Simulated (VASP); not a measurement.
# Ag (C2/c) in VASP: single point with PBEsol

Aim: the single point of Ag with PBEsol.

Program: VASP 6.6.1. These are calculated values, not measurements. Logs are shortened: lines on timing, memory, paths and dates and some standing lists are left out, and cuts for length are marked.

## 1. The cell of the first run

The structure is monoclinic, space group C2/c (No. 15). Conventional cell: a = 2.867 Å, b = 4.967 Å, c = 9.373 Å, α = 90.00°, β = 92.29°, γ = 90.00°. Ag (site symmetry -1) has 12 Ag at 2.82 to 2.92 Å within 3.7 Å. Within 3.7 Å of Ag (site symmetry 2) lie 12 Ag at 2.82 to 2.92 Å.

## 2. Single point, PBEsol (shear of c along a, cell held: +4.0 %, then relaxed in part)

Contents of INCAR:

```
SYSTEM = Ag
ALGO = Fast
EDIFF = 1E-6
ENCUT = 520
GGA = PS
ISIF = 2
ISMEAR = 0
LASPH = .TRUE.
LCHARG = .FALSE.
LREAL = .FALSE.
LWAVE = .FALSE.
NBANDS = 30
NELM = 60
PREC = Accurate
SIGMA = 0.1
```

Contents of KPOINTS:

```
k-points
0
G
  24 24 6
  0 0 0
```

Contents of POSCAR:

```
Ag
1.0
    2.8674622166      0.0000000000      0.0000000000
   -1.4337311083      2.4832951239      0.0000000000
    0.3746032190      0.0000000000      9.3650804762
Ag
4
Direct
    0.0000000000      0.0000000000      0.0000000000
    0.0000000000      0.0000000000      0.5000000000
    0.3317548746      0.6635097492      0.2500000000
    0.6682451254      0.3364902508      0.7500000000
```

Potentials or basis: VASP PAW PBE potentials, release 64 (Ag).

Command:

```
$ cat potpaw_PBE.64/Ag/POTCAR > POTCAR
$ mpirun -np 1 vasp_std > vasp.out
```

OUTCAR:

```text
SYSTEM = Ag
   EDIFF = 1E-6
   ENCUT = 520
   GGA = PS
   ISIF = 2
   ISMEAR = 0
   LASPH = .TRUE.
   LREAL = .FALSE.
   NELM = 60
   PREC = Accurate

 ion  position               nearest neighbor table
   1  0.000  0.000  0.000-   4 2.82   3 2.82   4 2.86   3 2.86   3 2.92   4 2.92
   2  0.000  0.000  0.500-   3 2.82   4 2.82   3 2.86   4 2.86   4 2.92   3 2.92
   3  0.332  0.664  0.250-   1 2.82   2 2.82   1 2.86   2 2.86   1 2.92   2 2.92
   4  0.668  0.336  0.750-   2 2.82   1 2.82   1 2.86   2 2.86   1 2.92   2 2.92

  LATTYP: Found a base centered monoclinic cell.
 ALAT       =     2.8674622166
 B/A-ratio  =     1.7320508075
 C/A-ratio  =     3.2685939127
 COS(beta)  =    -0.0399680383

  Lattice vectors:

 A1 = (  -1.4337311083,   2.4832951239,   0.0000000000)
 A2 = (  -1.4337311083,  -2.4832951239,   0.0000000000)
 A3 = (   0.3746032190,   0.0000000000,   9.3650804762)

Analysis of symmetry for initial positions (statically):
=====================================================================
 Subroutine PRICEL returns:
 Original cell was already a primitive cell.

 Routine SETGRP: Setting up the symmetry group for a
 base centered monoclinic supercell.

 Subroutine GETGRP returns: Found  4 space group operations
 (whereof  2 operations were pure point group operations)
 out of a pool of  4 trial point group operations.

The static configuration has the point symmetry S_2 .
 The point group associated with its full space group is C_2h.

Analysis of symmetry for dynamics (positions and initial velocities):
=====================================================================
 Subroutine PRICEL returns:
 Original cell was already a primitive cell.

 Routine SETGRP: Setting up the symmetry group for a
 base centered monoclinic supercell.

 Subroutine GETGRP returns: Found  4 space group operations
 (whereof  2 operations were pure point group operations)
 out of a pool of  4 trial point group operations.

The dynamic configuration has the point symmetry S_2 .
 The point group associated with its full space group is C_2h.

 Subroutine INISYM returns: Found  4 space group operations
 (whereof  2 operations are pure point group operations),
 and found     1 'primitive' translations

----------------------------------------------------------------------------------------

                                     Primitive cell

  volume of cell :      66.6864

  direct lattice vectors                    reciprocal lattice vectors
     2.867462217  0.000000000  0.000000000     0.348740428  0.201345380 -0.013949617
    -1.433731108  2.483295124  0.000000000     0.000000000  0.402690760  0.000000000
     0.374603219  0.000000000  9.365080476     0.000000000  0.000000000  0.106779648

  length of vectors
     2.867462217  2.867462217  9.372569546     0.402932302  0.402690760  0.106779648

  position of ions in fractional coordinates (direct lattice)
     0.000000000  0.000000000  0.000000000
     0.000000000  0.000000000  0.500000000
     0.331754875  0.663509749  0.250000000
     0.668245125  0.336490251  0.750000000

  ion indices of the primitive-cell ions
   primitive index   ion index
                 1           1
                 2           2
                 3           3
                 4           4

----------------------------------------------------------------------------------------

 KPOINTS: k-points

Automatic generation of k-mesh.
 Grid dimensions read from file:
 generate k-points for:   24   24    6

 Generating k-lattice:

  Cartesian coordinates                     Fractional coordinates (reciprocal lattice)
     0.014530851  0.008389391 -0.000581234     0.041666667  0.000000000 -0.000000000
     0.000000000  0.016778782  0.000000000     0.000000000  0.041666667  0.000000000
     0.000000000  0.000000000  0.017796608     0.000000000  0.000000000  0.166666667

  Length of vectors
     0.016788846  0.016778782  0.017796608

  Shift w.r.t. Gamma in fractional coordinates (k-lattice)
     0.000000000  0.000000000  0.000000000

 Subroutine IBZKPT returns following result:
 ===========================================

 Found    914 irreducible k-points:

 Following reciprocal coordinates:
            Coordinates               Weight
  0.000000  0.000000  0.000000      1.000000
  0.041667 -0.000000 -0.000000      4.000000
  0.083333  0.000000 -0.000000      4.000000
  0.125000  0.000000 -0.000000      4.000000
  0.166667 -0.000000 -0.000000      4.000000
  0.208333  0.000000  0.000000      4.000000
[... 16 lines left out ...]
  0.375000  0.041667  0.000000      4.000000
  0.416667  0.041667 -0.000000      4.000000
 [... further k-points ...]
   k-points           NKPTS =    914   k-points in BZ     NKDIM =    914   number of bands    NBANDS=     30
   number of dos      NEDOS =    301   number of ions     NIONS =      4
   total plane-waves  NPLWV =  40320
   dimension x,y,z NGX =    24 NGY =   24 NGZ =   70
   dimension x,y,z NGXF=    48 NGYF=   48 NGZF=  140
   ions per type =               4
   NGX,Y,Z   is equivalent  to a cutoff of  13.91, 13.91, 12.42 a.u.
   NGXF,Y,Z  is equivalent  to a cutoff of  27.83, 27.83, 24.83 a.u.
 SYSTEM =  Ag
   PREC   = accura    normal or accurate (medium, high low for compatibility)
   ISTART =      0    job   : 0-new  1-cont  2-samecut
   ICHARG =      2    charge: 1-file 2-atom 10-const
   ISPIN  =      1    spin polarized calculation?
   LNONCOLLINEAR =      F non collinear calculations
   LSORBIT =      F    spin-orbit coupling
   LASPH  =      T    aspherical Exc in radial PAW
   ENCUT  =  520.0 eV  38.22 Ry    6.18 a.u.   5.33  5.33 17.43*2*pi/ulx,y,z
   NELM   =     60;   NELMIN=  2; NELMDL= -5     # of ELM steps
   EDIFF  = 0.1E-05   stopping-criterion for ELM
   LREAL  =      F    real-space projection
   EDIFFG = 0.1E-04   stopping-criterion for IOM
   NSW    =      0    number of steps for IOM
   IBRION =     -1    ionic relax: 0-MD 1-quasi-New 2-CG
   NFREE  =      0    steps in history (QN), initial steepest desc. (CG)
   ISIF   =      2    stress and relaxation
   ISYM   =      2    0-nonsym 1-usesym 2-fastsym
   POTIM  = 0.5000    time-step for ionic-motion
   TEBEG  =    0.0;   TEEND  =   0.0 temperature during run
   PSTRESS=    0.0 pullay stress
   NELECT =      44.0000    total number of electrons
   NUPDOWN=      -1.0000    fix difference up-down
   EMIN   =  10.00;   EMAX   =-10.00  energy-range for DOS
   EFERMI =   0.00;   METHOD = LEGACY
   ISMEAR =     0;   SIGMA  =   0.10  broadening in eV -4-tet -1-fermi 0-gaus
   EFERMI_NEDOS =   21; number of points for ismear=-14 and -15
   IALGO  =     68    algorithm
   IMIX   =      4    mixing-type and parameters
     AMIX     =   0.40;   BMIX     =  1.00
     AMIX_MAG =   1.60;   BMIX_MAG =  1.00
  volume/ion in A,a.u.               =      16.67       112.51
  Fermi-wavevector in a.u.,A,eV,Ry     =   1.425213  2.693263 27.636603  2.031233
  Thomas-Fermi vector in A             =   2.545622
   LORBIT       =      0    0 simple, 1 ext, 2 COOP (PROOUT), +10 PAW based schemes
   GGA     = PS    functional components
   LHFCALC =     F    Hartree Fock is set to
   AEXX    =    0.0000 exact exchange contribution
   IVDW    =     0    specifies the selected vdW correction
   LEPSILON=     F    determine dielectric tensor
   LRPA    =     F    only Hartree local field effects (RPA)
 non-spin polarized calculation
 RMM-DIIS sequential band-by-band and
 Gauss-broadening in eV      SIGMA  =   0.10
  energy-cutoff  :      520.00
  volume of cell :       66.69
 maximum number of plane-waves:      1825
 NGX is ok and might be reduce to    24
   NGX = 11   NGY = 11   NGZ = 35

 number of electron      43.9999980 magnetization

 Free energy of the ion-electron system (eV)
  ---------------------------------------------------
  ext. energy  EPLUGINS =         0.00000000
  ---------------------------------------------------
  free energy    TOTEN  =       -13.22178314 eV

  energy without entropy =      -13.21687080  energy(sigma->0) =      -13.21932697

 E-fermi :   8.5565     XC(G=0): -12.5460

 val. band max:        8.5530351489   @ k =   0.4167   0.0833   0.5000
 cond. band min:       8.5568487154   @ k =  -0.2083   0.0833   0.3333
 fundamental gap:      0.0038135665
 Fermi energy:         8.5565203580

 k-point     1 :       0.0000    0.0000    0.0000
  band No.  band energies     occupation
      1       0.5492      2.00000
      2       1.9781      2.00000
      3       1.9830      2.00000
      4       2.0116      2.00000
      5       3.5843      2.00000
      6       3.6615      2.00000
[... 22 lines left out ...]
     29      24.2542      0.00000
     30      25.1723      0.00000

 k-point     2 :       0.0417   -0.0000   -0.0000
  band No.  band energies     occupation
      1       0.5987      2.00000
      2       2.0160      2.00000
      3       2.0320      2.00000
      4       2.0426      2.00000
      5       3.5819      2.00000
      6       3.6296      2.00000
[... 22 lines left out ...]
     29      24.2422      0.00000
     30      25.0433      0.00000

 k-point     3 :       0.0833    0.0000   -0.0000
  band No.  band energies     occupation
      1       0.7449      2.00000
      2       2.1294      2.00000
      3       2.1349      2.00000
      4       2.1660      2.00000
      5       3.5100      2.00000
      6       3.5635      2.00000
[... 22 lines left out ...]
     29      24.1175      0.00000
     30      24.4988      0.00000

 k-point     4 :       0.1250    0.0000   -0.0000
  band No.  band energies     occupation
      1       0.9805      2.00000
      2       2.2575      2.00000
      3       2.3186      2.00000
      4       2.3644      2.00000
      5       3.3396      2.00000
      6       3.5156      2.00000
[... 616 lines left out ...]
     29      19.9571      0.00000
     30      20.3382      0.00000

 k-point    23 :       0.3750    0.0417    0.0000
  band No.  band energies     occupation
      1       2.1021      2.00000
      2       2.1376      2.00000
      3       2.2161      2.00000
      4       2.6345      2.00000
      5       2.7348      2.00000
      6       3.0487      2.00000
[... 22 lines left out ...]
     29      19.3181      0.00000
     30      19.5295      0.00000

 k-point    24 :       0.4167    0.0417   -0.0000
  band No.  band energies     occupation
      1       2.0439      2.00000
      2       2.0624      2.00000
      3       2.1552      2.00000
      4       2.5771      2.00000
      5       2.6754      2.00000
      6       3.0500      2.00000
[... 22 lines left out ...]
     29      18.3078      0.00000
     30      19.1688      0.00000

 [... further k-points ...]

------------------------ aborting loop because EDIFF is reached ----------------------------------------

  FORCE on cell =-STRESS in cart. coord.  units (eV):
  Direction    XX          YY          ZZ          XY          YZ          ZX
  --------------------------------------------------------------------------------------
  -------------------------------------------------------------------------------------
  Total       -0.1525302     -0.1682973      0.0758113      0.0000000      0.0000000     -0.4919516
  in kB       -3.6646197     -4.0434332      1.8214061      0.0000000      0.0000000    -11.8193989
  external PRESSURE =      -1.9622156 kB  Pullay stress =       0.0000000 kB

 VOLUME and BASIS-vectors are now :
 -----------------------------------------------------------------------------
  energy-cutoff  :      520.00
  volume of cell :       66.69
      direct lattice vectors                 reciprocal lattice vectors
     2.867462217  0.000000000  0.000000000     0.348740428  0.201345380 -0.013949617
    -1.433731108  2.483295124  0.000000000     0.000000000  0.402690760  0.000000000
     0.374603219  0.000000000  9.365080476     0.000000000  0.000000000  0.106779648

 POSITION                                       TOTAL-FORCE (eV/Angst)
 -----------------------------------------------------------------------------------
      0.00000      0.00000      0.00000         0.000000     -0.000000      0.000000
      0.18730      0.00000      4.68254         0.000000     -0.000000      0.000000
      0.09365      1.64769      2.34127        -0.000000     -0.003024      0.000000
      1.71468      0.83560      7.02381        -0.000000      0.003024      0.000000
 -----------------------------------------------------------------------------------
    total drift:                               -0.000000      0.000000      0.000000

  FREE ENERGIE OF THE ION-ELECTRON SYSTEM (eV)
  ---------------------------------------------------
  free  energy   TOTEN  =       -13.2217831432 eV

  energy  without entropy=      -13.2168708001  energy(sigma->0) =      -13.21932697
```

Wall time 54 min (1 thread of Oxide Virtual Turin-like, shared host); peak memory 1.2 GiB.

What came out:

```yaml
Free_energy: -13.2218 eV
Pressure: -0.2 GPa
Largest_force: 0.003 eV/Å
Band_gap_on_the_k_mesh: zero (bands 22 and 23 overlap by 6.53 eV)
```

Forces on the atoms (eV/Å):
```
Ag   0.000  0.000  0.000
Ag   0.000  0.000  0.000
Ag   0.000 -0.003  0.000
Ag   0.000  0.003  0.000
```

Caveat: the cell differs from its parent crystal (shear of c along a, cell held: +4.0 %, then relaxed in part); the PAW data sets were made with another functional, which shifts forces and pressure a little.
